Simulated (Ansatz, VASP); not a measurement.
Two plane-wave programs on CdF2

INCAR

```
  PREC = Accurate
  ENCUT = 520
  EDIFF = 1E-6
  ISMEAR = 0
  SIGMA = 0.01
  LREAL = False
  LASPH = True
  NELM = 60
  ALGO = Normal
  ISIF = 2
  LWAVE = False
  LCHARG = False
  GGA = PE
  ISYM = 0
  NBANDS = 20
```

The input KPOINTS:

```
Automatic mesh
0
Gamma
  6 6 6
```

The input POSCAR:

```
CdF2
1.0
    0.0000000000      2.6941776810      2.6941776810
    2.6941776810      0.0000000000      2.6941776810
    2.6941776810      2.6941776810      0.0000000000
Cd F
1 2
Direct
    0.0000000000      0.0000000000      0.0000000000
    0.2500000000      0.2500000000      0.2500000000
    0.7500000000      0.7500000000      0.7500000000
```

Input for Ansatz:

```yaml
crystal:
  lattice:
    - [0.0, 2.694177681, 2.694177681]
    - [2.694177681, 0.0, 2.694177681]
    - [2.694177681, 2.694177681, 0.0]
  atoms:
    - { symbol: Cd, position: [0.0, 0.0, 0.0] }
    - { symbol: F, position: [0.25, 0.25, 0.25] }
    - { symbol: F, position: [0.75, 0.75, 0.75] }
  symmetry: { detect: false }
kpoints:
  mp_grid: { grid: [6, 6, 6] }
hamiltonian:
  xc: pbe
scf:
  occupations: { method: fixed }
  n_extra_bands: 4
output:
  forces: true
  stress: true
  eigenvalues: true
```

Alike in both runs: task single point; functional PBE; k mesh 6 × 6 × 6; no spin polarisation.

|  | VASP | Ansatz |
| --- | --- | --- |
| version | VASP 6.6.1 | Ansatz 0.2.0 |
| potentials or method | VASP PAW PBE potentials, release 64 (Cd, F) | plane waves |
| plane-wave cutoff (eV) | 520 | 420 |
| occupations | gaussian, width 0.01 eV | fixed |
| valence electrons in the cell | 26 | 34 |

|  | VASP | Ansatz | Ansatz less VASP |
| --- | --- | --- | --- |
| gap on the k mesh at the Fermi level (eV) | 3.09 | 3.12 | +0.033 |
| pressure (GPa) | 6.2 | 5.4 | -0.75 |

VASP's potentials hold 26 valence electrons a cell and Ansatz's 34, so a difference there can come from the potentials and not from the codes.
